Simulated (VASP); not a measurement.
Wanted: the native input for a VASP 6.6.1 run.

| Quantity | Value |
| --- | --- |
| Task | single point |
| Functional | LDA |
| Potentials or basis | VASP PAW LDA potentials, release 64 (Ir) |
| Cutoff | 520 eV |
| k mesh | 8 × 8 × 8 |
| Occupations | methfessel-paxton, width 0.05 eV |
| Spin | no spin polarisation |
| Dipole correction | no |
| Further INCAR settings | ALGO = Normal; EDIFF = 1e-07; NBANDS = 10 |

The structure of Ir lies in POSCAR:

```
Ir
1.0
    0.0000000000      1.9077281982      1.9077281982
    1.9077281982      0.0000000000      1.9077281982
    1.9077281982      1.9077281982      0.0000000000
Ir
1
Direct
    0.0000000000      0.0000000000      0.0000000000
```

One way to write it, as run:

INCAR

```
  ALGO = Normal
  EDIFF = 1E-7
  ENCUT = 520
  GGA = CA
  ISIF = 2
  ISMEAR = 1
  LASPH = True
  LCHARG = False
  LREAL = False
  LWAVE = False
  NBANDS = 10
  NELM = 100
  PREC = Accurate
  SIGMA = 0.05
```

KPOINTS

```
k-points
0
Gamma
  8 8 8
```

Potentials or basis: VASP PAW LDA potentials, release 64 (Ir).

Command:

```console
$ cat potpaw_LDA.64/Ir/POTCAR > POTCAR
$ mpirun -np 1 vasp_std > vasp.out
```

Results of the run:

The pressure is 2.6 GPa.

It took 1.9 s on 1 thread of Intel(R) Xeon(R) 6975P-C (Granite Rapids), with other jobs on the host, peak memory 0.12 GiB.
